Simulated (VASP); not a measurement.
# Mg2Sn (Fm-3m) in VASP: notebook, part 3 of 4

VASP 6.6.1.

## 4. Relaxation of cell and atoms, LDA

This run uses another cell than the first one, of 25.50 Å³/atom.

The input, INCAR:

```
ALGO     = Normal         # electronic algorithm
EDIFF    = 1E-7           # SCF threshold, eV
EDIFFG   = -0.002         # ionic threshold
ENCUT    = 600            # plane-wave cutoff, eV
GGA      = CA             # functional
GGA_COMPAT= F            
IBRION   = 2              # ionic algorithm
ISIF     = 3              # what is computed and relaxed
ISMEAR   = -1             # smearing method
LASPH    = T              # aspherical terms in the spheres
LCHARG   = F              # write CHGCAR
LREAL    = F              # projectors in reciprocal space
LWAVE    = F              # write WAVECAR
NELM     = 120            # most SCF steps
NELMIN   = 4            
NSW      = 100            # ionic steps
PREC     = Accurate       # precision mode
SIGMA    = 0.1            # smearing width, eV
```

The input, KPOINTS:

```
k-points
0
Gamma
  12 12 12
```

The input, POSCAR:

```
Mg2Sn
1.0
    0.0000000000      3.3695000000      3.3695000000
    3.3695000000      0.0000000000      3.3695000000
    3.3695000000      3.3695000000      0.0000000000
Mg Sn
2 1
Direct
    0.2500000000      0.2500000000      0.2500000000
    0.7500000000      0.7500000000      0.7500000000
    0.0000000000      0.0000000000      0.0000000000
```

Potentials or basis: VASP PAW LDA potentials, release 64 (Mg, Sn_d).

The run is started by

```console
cat potpaw_LDA.64/Mg/POTCAR potpaw_LDA.64/Sn_d/POTCAR > POTCAR
mpirun -np 1 vasp_std > vasp.out
```

OUTCAR:

```text
EDIFF = 1E-7
   EDIFFG = -0.002
   ENCUT = 600
   GGA = CA
   IBRION = 2
   ISIF = 3
   ISMEAR = -1
   LASPH = T
   LREAL = F
   NELM = 120
   NELMIN = 4
   NSW = 100
   PREC = Accurate

 ion  position               nearest neighbor table
   1  0.250  0.250  0.250-   3 2.92   3 2.92   3 2.92   3 2.92   2 3.37   2 3.37   2 3.37   2 3.37
                             2 3.37   2 3.37
   2  0.750  0.750  0.750-   3 2.92   3 2.92   3 2.92   3 2.92   1 3.37   1 3.37   1 3.37   1 3.37
                             1 3.37   1 3.37
   3  0.000  0.000  0.000-   2 2.92   2 2.92   2 2.92   1 2.92   2 2.92   1 2.92   1 2.92   1 2.92

  LATTYP: Found a face centered cubic cell.
 ALAT       =     6.7390000000

  Lattice vectors:

 A1 = (   0.0000000000,   3.3695000000,   3.3695000000)
 A2 = (   3.3695000000,   0.0000000000,   3.3695000000)
 A3 = (   3.3695000000,   3.3695000000,   0.0000000000)

Analysis of symmetry for initial positions (statically):
=====================================================================
 Subroutine PRICEL returns:
 Original cell was already a primitive cell.

 Routine SETGRP: Setting up the symmetry group for a
 face centered cubic supercell.

 Subroutine GETGRP returns: Found 48 space group operations
 (whereof 48 operations were pure point group operations)
 out of a pool of 48 trial point group operations.

The static configuration has the point symmetry O_h .

Analysis of symmetry for dynamics (positions and initial velocities):
=====================================================================
 Subroutine PRICEL returns:
 Original cell was already a primitive cell.

 Routine SETGRP: Setting up the symmetry group for a
 face centered cubic supercell.

 Subroutine GETGRP returns: Found 48 space group operations
 (whereof 48 operations were pure point group operations)
 out of a pool of 48 trial point group operations.

The dynamic configuration has the point symmetry O_h .

 Subroutine INISYM returns: Found 48 space group operations
 (whereof 48 operations are pure point group operations),
 and found     1 'primitive' translations

----------------------------------------------------------------------------------------

                                     Primitive cell

  volume of cell :      76.5114

  direct lattice vectors                    reciprocal lattice vectors
     0.000000000  3.369500000  3.369500000    -0.148389969  0.148389969  0.148389969
     3.369500000  0.000000000  3.369500000     0.148389969 -0.148389969  0.148389969
     3.369500000  3.369500000  0.000000000     0.148389969  0.148389969 -0.148389969

  length of vectors
     4.765192598  4.765192598  4.765192598     0.257018965  0.257018965  0.257018965

  position of ions in fractional coordinates (direct lattice)
     0.250000000  0.250000000  0.250000000
     0.750000000  0.750000000  0.750000000
     0.000000000  0.000000000  0.000000000

  ion indices of the primitive-cell ions
   primitive index   ion index
                 1           1
                 2           2
                 3           3

----------------------------------------------------------------------------------------

 KPOINTS: k-points

Automatic generation of k-mesh.
 Grid dimensions read from file:
 generate k-points for:   12   12   12
[... 58 lines left out ...]
   ISPIN  =      1    spin polarized calculation?
   LNONCOLLINEAR =      F non collinear calculations
   LSORBIT =      F    spin-orbit coupling
   LASPH  =      T    aspherical Exc in radial PAW
   ENCUT  =  600.0 eV  44.10 Ry    6.64 a.u.   9.52  9.52  9.52*2*pi/ulx,y,z
   NELM   =    120;   NELMIN=  4; NELMDL= -5     # of ELM steps
   EDIFF  = 0.1E-06   stopping-criterion for ELM
   LREAL  =      F    real-space projection
   EDIFFG = -.2E-02   stopping-criterion for IOM
   NSW    =    100    number of steps for IOM
   IBRION =      2    ionic relax: 0-MD 1-quasi-New 2-CG
   NFREE  =      1    steps in history (QN), initial steepest desc. (CG)
   ISIF   =      3    stress and relaxation
   ISYM   =      2    0-nonsym 1-usesym 2-fastsym
   POTIM  = 0.5000    time-step for ionic-motion
   TEBEG  =    0.0;   TEEND  =   0.0 temperature during run
   PSTRESS=    0.0 pullay stress
   NELECT =      18.0000    total number of electrons
   NUPDOWN=      -1.0000    fix difference up-down
   EMIN   =  10.00;   EMAX   =-10.00  energy-range for DOS
   EFERMI =   0.00;   METHOD = LEGACY
   ISMEAR =    -1;   SIGMA  =   0.10  broadening in eV -4-tet -1-fermi 0-gaus
   EFERMI_NEDOS =   21; number of points for ismear=-14 and -15
   IALGO  =     38    algorithm
   IMIX   =      4    mixing-type and parameters
     AMIX     =   0.40;   BMIX     =  1.00
     AMIX_MAG =   1.60;   BMIX_MAG =  1.00
  volume/ion in A,a.u.               =      25.50       172.11
  Fermi-wavevector in a.u.,A,eV,Ry     =   1.010625  1.909805 13.896497  1.021364
  Thomas-Fermi vector in A             =   2.143626
   LORBIT       =      0    0 simple, 1 ext, 2 COOP (PROOUT), +10 PAW based schemes
   GGA     = CA    functional components
   LHFCALC =     F    Hartree Fock is set to
   AEXX    =    0.0000 exact exchange contribution
   IVDW    =     0    specifies the selected vdW correction
   LEPSILON=     F    determine dielectric tensor
   LRPA    =     F    only Hartree local field effects (RPA)
 conjugate gradient relaxation of ions
 non-spin polarized calculation
  energy-cutoff  :      600.00
  volume of cell :       76.51
 maximum number of plane-waves:      2637
 NGX is ok and might be reduce to    40
   NGX = 19   NGY = 19   NGZ = 19

--------------------------------------- Ionic step        1  -------------------------------------------

 number of electron      18.0000001 magnetization

 Free energy of the ion-electron system (eV)
  ---------------------------------------------------
  ext. energy  EPLUGINS =         0.00000000
  ---------------------------------------------------
  free energy    TOTEN  =        -8.92696462 eV

  energy without entropy =       -8.91614489  energy(sigma->0) =       -8.92155475

------------------------ aborting loop because EDIFF is reached ----------------------------------------

  FORCE on cell =-STRESS in cart. coord.  units (eV):
  Direction    XX          YY          ZZ          XY          YZ          ZX
  --------------------------------------------------------------------------------------
  -------------------------------------------------------------------------------------
  Total       -0.8168868     -0.8168868     -0.8168868     -0.0000000     -0.0000000      0.0000000
  in kB      -17.1059055    -17.1059055    -17.1059055     -0.0000000     -0.0000000      0.0000000
  external PRESSURE =     -17.1059055 kB  Pullay stress =       0.0000000 kB
[... 61 lines left out ...]
--------------------------------------- Ionic step        3  -------------------------------------------

 number of electron      17.9999999 magnetization

 Free energy of the ion-electron system (eV)
  ---------------------------------------------------
  ext. energy  EPLUGINS =         0.00000000
  ---------------------------------------------------
  free energy    TOTEN  =        -8.94316646 eV

  energy without entropy =       -8.93312476  energy(sigma->0) =       -8.93814561

 E-fermi :   4.4065     XC(G=0):  -9.1591

 val. band max:        4.4063584752   @ k =   0.4167   0.4167   0.0000
 cond. band min:       4.4226787711   @ k =   0.0000   0.0000   0.0000
 fundamental gap:      0.0163202959
 Fermi energy:         4.4064867284

 k-point     1 :       0.0000    0.0000    0.0000
  band No.  band energies     occupation
      1     -16.5019      2.00000
      2     -16.5019      2.00000
      3     -16.5019      2.00000
      4     -16.4567      2.00000
      5     -16.4567      2.00000
      6      -4.9358      2.00000
      7       4.4227      0.91922
      8       4.4227      0.91922
      9       4.4227      0.91922
     10       6.0088      0.00000
     11       6.6653      0.00000
     12       6.6653      0.00000
     13       6.6653      0.00000
[... 354 lines left out ...]
  band No.  band energies     occupation
      1     -16.5005      2.00000
      2     -16.4983      2.00000
      3     -16.4970      2.00000
      4     -16.4564      2.00000
      5     -16.4556      2.00000
      6      -3.4725      2.00000
      7      -0.2912      2.00000
      8       2.0525      2.00000
      9       3.2508      1.99998
     10       5.6480      0.00001
     11       7.1628      0.00000
     12       7.4967      0.00000
     13       9.7698      0.00000

 [... further k-points ...]

------------------------ aborting loop because EDIFF is reached ----------------------------------------

  FORCE on cell =-STRESS in cart. coord.  units (eV):
  Direction    XX          YY          ZZ          XY          YZ          ZX
  --------------------------------------------------------------------------------------
  -------------------------------------------------------------------------------------
  Total       -0.0031202     -0.0031202     -0.0031202     -0.0000000      0.0000000     -0.0000000
  in kB       -0.0679470     -0.0679470     -0.0679470     -0.0000000      0.0000000     -0.0000000
  external PRESSURE =      -0.0679470 kB  Pullay stress =       0.0000000 kB
[... 18 lines left out ...]
  FREE ENERGIE OF THE ION-ELECTRON SYSTEM (eV)
  ---------------------------------------------------
  free  energy   TOTEN  =        -8.9431664591 eV

  energy  without entropy=       -8.9331247617  energy(sigma->0) =       -8.93814561

 reached required accuracy - stopping structural energy minimisation
```

Run time: 2.1 min. Hardware: 1 thread of Intel Xeon 6975P-C (Granite Rapids), shared host; peak memory 0.27 GiB.

What came out:

```
Free energy                           : -8.9432 eV
Relaxed volume                        : 24.52 Å³/atom
Relaxed cell                          : a = 4.703 Å, b = 4.703 Å, c = 4.703 Å, α = 60.00°, β = 60.00°, γ = 60.00°
Space group after relaxing (to 0.1 Å) : Fm-3m (No. 225)
Energy gained by relaxing             : 5.4 meV/atom
Ionic steps                           : 3
Pressure after relaxing               : 0.0 GPa
Band gap on the k mesh                : zero (bands 9 and 10 overlap by 0.10 eV)
```

The path:
| step | energy change (eV) | largest force (eV/Å) | pressure (GPa) | volume (Å³) |
| --- | --- | --- | --- | --- |
| 1 | 0.0000 | 0.0000 | -1.71 | 76.51 |
| 2 | -0.0162 | 0.0000 | 0.02 | 73.54 |
| 3 | -0.0162 | 0.0000 | -0.01 | 73.57 |

Final structure:
```cif
data_structure
_symmetry_space_group_name_H-M 'P 1'
_symmetry_Int_Tables_number 1
_cell_length_a 4.7034
_cell_length_b 4.7034
_cell_length_c 4.7034
_cell_angle_alpha 60.000
_cell_angle_beta 60.000
_cell_angle_gamma 60.000
_cell_volume 73.57
loop_
_atom_site_label
_atom_site_type_symbol
_atom_site_fract_x
_atom_site_fract_y
_atom_site_fract_z
_atom_site_occupancy
Mg1 Mg 0.25000 0.25000 0.25000 1
Mg2 Mg 0.75000 0.75000 0.75000 1
Sn1 Sn 0.00000 0.00000 0.00000 1
```

Levels at points of the mesh, in eV from the Fermi level:
```tsv
k point	band 6	band 7	band 8	band 9	band 10	band 11	band 12	band 13
(0.00, 0.00, 0.00)	-9.34	0.02	0.02	0.02	1.60	2.26	2.26	2.26
(0.50, 0.00, 0.00)	-8.01	-4.95	-0.84	-0.84	0.80	2.30	2.30	4.01
(0.50, 0.50, 0.00)	-7.48	-4.72	-2.16	-2.16	-0.09	0.14	7.43	7.43
```

Caveat: spin-orbit coupling is left out, which moves the levels of the heavy elements.

(Part 3 of 4 ends here.)

The gap in the log of VASP goes by the Fermi energy; the results here count the filled bands.